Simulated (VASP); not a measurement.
GePt: single point with PBE

GePt:

```
CELL_PARAMETERS angstrom
6.17533 0.00000 0.00000
0.00000 5.81809 0.00000
0.00000 0.00000 3.75968
ATOMIC_POSITIONS crystal
Pt 0.19315 0.99818 0.25000
Pt 0.80685 0.00182 0.75000
Pt 0.69315 0.50182 0.75000
Pt 0.30685 0.49818 0.25000
Ge 0.58855 0.18699 0.25000
Ge 0.41145 0.81301 0.75000
Ge 0.08855 0.31301 0.75000
Ge 0.91145 0.68699 0.25000
```

| Item | Value |
| --- | --- |
| Program | VASP 6.6.1 |
| Task | single point |
| Functional | PBE |
| Potentials or basis | VASP PAW PBE potentials, release 64 (Pt, Ge_d) |
| Cutoff | 520 eV |
| k mesh | 4 × 5 × 7 |
| Occupations | fermi-dirac, width 0.1 eV |
| Spin | no spin polarisation |
| Dipole correction | no |
| Further INCAR settings | ALGO = Normal; EDIFF = 1e-06; NBANDS = 58 |

| Item | Value |
| --- | --- |
| Pressure | 0.0 GPa |
| Largest force | 0.005 eV/Å |
| Band gap on the k mesh | zero (bands 48 and 49 overlap by 1.46 eV) |

Forces in eV/Å, atoms in the order of the input:
```
Pt  -0.002  0.004  0.000
Pt   0.002 -0.004  0.000
Pt  -0.002 -0.004  0.000
Pt   0.002  0.004  0.000
Ge   0.002  0.000  0.000
Ge  -0.002  0.000  0.000
Ge   0.002  0.000  0.000
Ge  -0.002  0.000  0.000
```

Levels at points of the mesh, in eV from the Fermi level:
```csv
k point,band 45,band 46,band 47,band 48,band 49,band 50,band 51,band 52
"(0.00, 0.00, 0.00)",-2.31,-1.35,-1.31,-0.86,0.71,0.81,2.95,3.20
"(0.50, 0.00, 0.00)",-1.69,-1.69,0.02,0.02,1.09,1.09,1.82,1.82
```

It took 5.7 min on 1 thread of Oxide Virtual Turin-like Processor (shared host), peak memory 0.34 GiB.

Caveat: spin-orbit coupling is left out, which moves the levels of the heavy elements.
